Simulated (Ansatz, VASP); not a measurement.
**One calculation of ZnSe, two programs**

File POSCAR:

```
ZnSe
1.0
    0.0000000000      2.8340000000      2.8340000000
    2.8340000000      0.0000000000      2.8340000000
    2.8340000000      2.8340000000      0.0000000000
Zn Se
1 1
Direct
    0.0000000000      0.0000000000      0.0000000000
    0.2500000000      0.2500000000      0.2500000000
```

Contents of INCAR.step1:

```
SYSTEM = ZnSe
PREC = Accurate
ENCUT = 520
ISMEAR = 0
SIGMA = 0.01
LREAL = .FALSE.
LASPH = .TRUE.
NELM = 100
NBANDS = 16
GGA = PE
ALGO = Normal
EDIFF = 1E-4
LWAVE = .TRUE.
LCHARG = .FALSE.
```

Contents of INCAR.step2:

```
SYSTEM = ZnSe
PREC = Accurate
ENCUT = 520
EDIFF = 1E-6
ISMEAR = 0
SIGMA = 0.01
LREAL = .FALSE.
LASPH = .TRUE.
NELM = 100
ALGO = Normal
ISIF = 2
LWAVE = .FALSE.
LCHARG = .FALSE.
METAGGA = R2SCAN
LMIXTAU = .TRUE.
NBANDS = 16
ISTART = 1
```

Contents of KPOINTS:

```
regular mesh
0
G
  6 6 6
  0 0 0
```

Input for Ansatz:

```yaml
crystal:
  lattice:
    - [0.0, 2.834, 2.834]
    - [2.834, 0.0, 2.834]
    - [2.834, 2.834, 0.0]
  atoms:
    - { symbol: Zn, position: [0.0, 0.0, 0.0] }
    - { symbol: Se, position: [0.25, 0.25, 0.25] }
scf:
  occupations: { method: gaussian, width: 0.01 }
  n_extra_bands: 12
output:
  eigenvalues: true
  eigenstates: { kpoints: [[0, 0, 0]], e_range: [-2, 3] }
  write_density: true
  write_potential: true
  elf: true
  volumetric_format: npy
hamiltonian:
  xc: r2scan
kpoints:
  mp_grid: { grid: [6, 6, 6] }
```

Alike in both runs: task single point; functional r2SCAN; k mesh 6 × 6 × 6; occupations gaussian, width 0.01 eV; no spin polarisation.

```csv
,VASP,Ansatz
version,VASP 6.6.1,Ansatz 0.2.0
potentials or method,"VASP PAW PBE potentials, release 64 (Zn, Se)","scalar-relativistic, plane waves, PAW"
plane-wave cutoff (eV),520,500
valence electrons in the cell,18,28
```

```csv
,VASP,Ansatz,Ansatz less VASP
gap on the k mesh at the Fermi level (eV),1.87,1.86,-0.004
least direct gap on the mesh (eV),1.87,1.86,-0.004
```

VASP's potentials were made for PBE, not for r2SCAN. With one functional, cell and mesh, what is left measures potentials, basis and numerics. VASP's potentials hold 18 valence electrons a cell and Ansatz's 28, so a difference there can come from the potentials and not from the codes.
